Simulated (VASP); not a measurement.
Here is a VASP 6.6.1 calculation.

File INCAR:

```
SYSTEM = ZnS
PREC = Accurate
ENCUT = 520
EDIFF = 1E-8
ISMEAR = -1
SIGMA = 0.02
LREAL = Auto
LASPH = .TRUE.
NELM = 80
ALGO = Normal
ISIF = 2
LWAVE = .FALSE.
LCHARG = .FALSE.
GGA = PE
LEFG = .TRUE.
NBANDS = 86
```

File KPOINTS:

```
regular mesh
0
G
  8 8 2
  0 0 0
```

POSCAR

```
ZnS
1.0
    3.8050880673      0.0000000000      0.0000000000
   -1.9025440336      3.2953029299      0.0000000000
    0.0000000000      0.0000000000     24.9159345000
Zn S
8 8
Direct
    0.3333333333      0.6666666667      0.1251184100
    0.0000000000      0.0000000000      0.0001589700
    0.6666666667      0.3333333333      0.6250474700
    0.6666666667      0.3333333333      0.8751387000
    0.0000000000      0.0000000000      0.7500222700
    0.3333333333      0.6666666667      0.5000781600
    0.0000000000      0.0000000000      0.3750879400
    0.6666666667      0.3333333333      0.2501284900
    0.6666666667      0.3333333333      0.3437219900
    0.6666666667      0.3333333333      0.7185811600
    0.3333333333      0.6666666667      0.2187340500
    0.0000000000      0.0000000000      0.8436723900
    0.6666666667      0.3333333333      0.9688127500
    0.0000000000      0.0000000000      0.0937260600
    0.3333333333      0.6666666667      0.5936859800
    0.0000000000      0.0000000000      0.4686862100
```

Potentials or basis: VASP PAW PBE potentials, release 64 (Zn, S).

Command:

```console
$ cat potpaw_PBE.64/Zn/POTCAR potpaw_PBE.64/S/POTCAR > POTCAR
$ mpirun -np 1 vasp_std > vasp.out
```

Problem. What does it give for the band gap on the k mesh?

Solution. 2.17 eV.

Problem. What does it give for the pressure?

Solution. 2.6 GPa.

Problem. What does it give for the largest force?

Solution. 0.014 eV/Å.

Forces in eV/Å, atoms in the order of the input:
```
Zn   0.000  0.000 -0.005
Zn   0.000  0.000  0.004
Zn   0.000  0.000 -0.014
Zn   0.000  0.000  0.001
Zn   0.000  0.000 -0.009
Zn   0.000  0.000 -0.006
Zn   0.000  0.000 -0.004
Zn   0.000  0.000 -0.009
S    0.000  0.000  0.005
S    0.000  0.000 -0.001
S    0.000  0.000  0.004
S    0.000  0.000  0.006
S    0.000  0.000  0.008
S    0.000  0.000  0.009
S    0.000  0.000  0.002
S    0.000  0.000  0.007
```

Caveat: without QUAD_EFG the Cq values of the log hold for a quadrupole moment of 1 mb, not for the nuclei. A k mesh can miss the band edges.
